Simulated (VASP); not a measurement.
Sn, 4 atoms in the cell. It takes space group I4_1/amd (No. 141, tetragonal). The conventional cell has a = 4.486 Å, b = 4.486 Å, c = 6.658 Å, α = 90.00°, β = 90.00°, γ = 90.00°. Within 3.7 Å of Sn (site symmetry -4m2) lie 4 Sn at 2.79 Å.  This cell differs from its parent crystal: biaxial strain in the a-b plane: -3.0 %.

- Program: VASP 6.6.1
- Task: single point
- Functional: PBEsol
- Potentials or basis: VASP PAW PBE potentials, release 64 (Sn_d)
- Cutoff: 520 eV
- k mesh: 12 × 12 × 8
- Occupations: gaussian, width 0.1 eV
- Spin: no spin polarisation
- Dipole correction: no
- Further INCAR settings: ALGO = Fast; EDIFF = 1e-07; NBANDS = 36

Potentials or basis: VASP PAW PBE potentials, release 64 (Sn_d).

Command:

```bash
$ cat potpaw_PBE.64/Sn_d/POTCAR > POTCAR
$ mpirun -np 1 vasp_std > vasp.out
```

Hardware: 1 thread of Oxide Virtual Turin-like Processor, with other jobs on the host.

**Question.** How long does it take, and how much memory?

**Answer.** It took 18 min on 1 thread of Oxide Virtual Turin-like Processor, on a shared host, peak memory 0.53 GiB. Counts: scf iterations 15, k points 140.
